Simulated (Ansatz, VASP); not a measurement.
## Hf5H: VASP beside Ansatz

File INCAR:

```
  PREC = Accurate
  ENCUT = 520
  EDIFF = 1E-6
  ISMEAR = 0
  SIGMA = 0.1
  LREAL = F
  LASPH = T
  NELM = 60
  ALGO = Normal
  ISIF = 2
  LWAVE = F
  LCHARG = F
  LDIPOL = T
  IDIPOL = 3
  DIPOL = 0.5 0.5 0.319
  GGA = PE
  IVDW = 12
  NBANDS = 34
```

File KPOINTS:

```
regular mesh
0
Gamma
  6 6 1
```

File POSCAR:

```
Hf5H
1.0
    4.9564149667      0.0000000000      0.0000000000
   -2.4782074834      4.2923812729      0.0000000000
    0.0000000000      0.0000000000     21.1328376004
Hf H
5 1
Direct
    0.6666666667      0.3333333333      0.1892788879
    0.3333333333      0.6666666667      0.2371533849
    0.0000000000      0.0000000000      0.2763383880
    0.6666666667      0.3333333333      0.3164267596
    0.3333333333      0.6666666667      0.3706476976
    1.0000000000      1.0000000000      0.5268027802
```

Input for Ansatz:

```yaml
crystal:
  lattice:
    - [4.9564149667, 0.0, 0.0]
    - [-2.4782074834, 4.2923812729, 0.0]
    - [0.0, 0.0, 21.1328376004]
  atoms:
    - { symbol: Hf, position: [0.6666666667, 0.3333333333, 0.1892788879] }
    - { symbol: Hf, position: [0.3333333333, 0.6666666667, 0.2371533849] }
    - { symbol: Hf, position: [0.0, 0.0, 0.276338388] }
    - { symbol: Hf, position: [0.6666666667, 0.3333333333, 0.3164267596] }
    - { symbol: Hf, position: [0.3333333333, 0.6666666667, 0.3706476976] }
    - { symbol: H, position: [1.0, 1.0, 0.5268027802] }
basis:
  ecutwfc: 420
kpoints:
  mp_grid: { grid: [6, 6, 1] }
hamiltonian:
  xc: pbe
  dispersion: d3bj
scf:
  occupations: { method: gaussian, width: 0.1 }
output:
  forces: true
  eigenvalues: true
efield:
  axis: 3
  dipole_correction: true
  ramp_width: 0.04
```

Alike in both runs: task single point; functional PBE; dispersion D3(BJ); k mesh 6 × 6 × 1; occupations gaussian, width 0.1 eV; no spin polarisation.

```csv
,VASP,Ansatz
version,VASP 6.6.1,Ansatz 0.2.0
potentials or method,"VASP PAW PBE potentials, release 64 (Hf_pv, H), cutoff 520 eV","scalar-relativistic, plane waves, PAW"
valence electrons in the cell,51,131
```

Ansatz gave:

* gap on the k mesh at the Fermi level (eV): none
* rms of the force components (eV/Å): 0.383

Task: Which values does VASP return?

Result: gap on the k mesh at the Fermi level (eV): none; rms of the force components (eV/Å): 0.374.

Atom by atom the forces differ by 0.034 eV/Å (rms over components). A gap of «none» marks a metal or a gap that the smearing closes. VASP's potentials hold 51 valence electrons a cell and Ansatz's 131, so a difference there can come from the potentials and not from the codes.

Spin-orbit coupling is off throughout.
